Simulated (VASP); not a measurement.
Wanted: the native input for a VASP 6.6.1 run.

* Task: single point
* Functional: PBE
* Potentials or basis: VASP PAW PBE potentials, release 64 (N)
* Cutoff: 520 eV
* k mesh: 1 × 1 × 1
* Occupations: fermi-dirac, width 0.05 eV
* Spin: no spin polarisation
* Dipole correction: no
* Further INCAR settings: ALGO = Normal; EDIFF = 1e-06; NBANDS = 42

The structure of N lies in POSCAR:

```
N
1.0
    7.0338500000      0.0000000000      0.0000000000
    0.0000000000      7.0338500000      0.0000000000
    0.0000000000      0.0000000000      7.0338500000
N
12
Direct
    0.8770019264      1.0087789760      0.1320045210
    0.9779992465      1.0414637787      0.0165201135
    0.6391378832      0.3948762058      0.5897623634
    0.6776374247      0.3433397073      0.4443654613
    0.0033978547      0.6296267336      0.7457224706
   -0.0307655125      0.7555321765      0.6600936898
    0.3877961572      0.9380922255      0.3320798709
    0.3101715277      0.8064289116      0.3591774064
    0.4674964635      0.9471910831      0.9001329286
    0.3683331319      1.0328340809      0.8150301755
    0.2307839945      0.3870000071      0.2988121726
    0.2500764162      0.4015439624      0.1432501404
```

One way to write it, as run:

INCAR

```
  PREC = Accurate
  ENCUT = 520
  EDIFF = 1E-6
  ISMEAR = -1
  SIGMA = 0.05
  LREAL = F
  LASPH = T
  NELM = 80
  ALGO = Normal
  ISIF = 2
  LWAVE = F
  LCHARG = F
  GGA = PE
  NBANDS = 42
```

KPOINTS

```
Automatic mesh
0
Gamma
  1 1 1
```

Potentials or basis: VASP PAW PBE potentials, release 64 (N).

Launch:

```bash
$ cat potpaw_PBE.64/N/POTCAR > POTCAR
$ mpirun -np 1 vasp_gam > vasp.out
```

Results of the run:

The pressure is 1.9 GPa and the largest force is 3.441 eV/Å.

Caveat: the k points lie up to 0.89 Å⁻¹ apart; the standard files for N, O and F lose accuracy on very short bonds.

Wall time 19 s on 1 thread of Intel(R) Xeon(R) 6975P-C (Granite Rapids), on a shared host, peak memory 0.35 GiB.
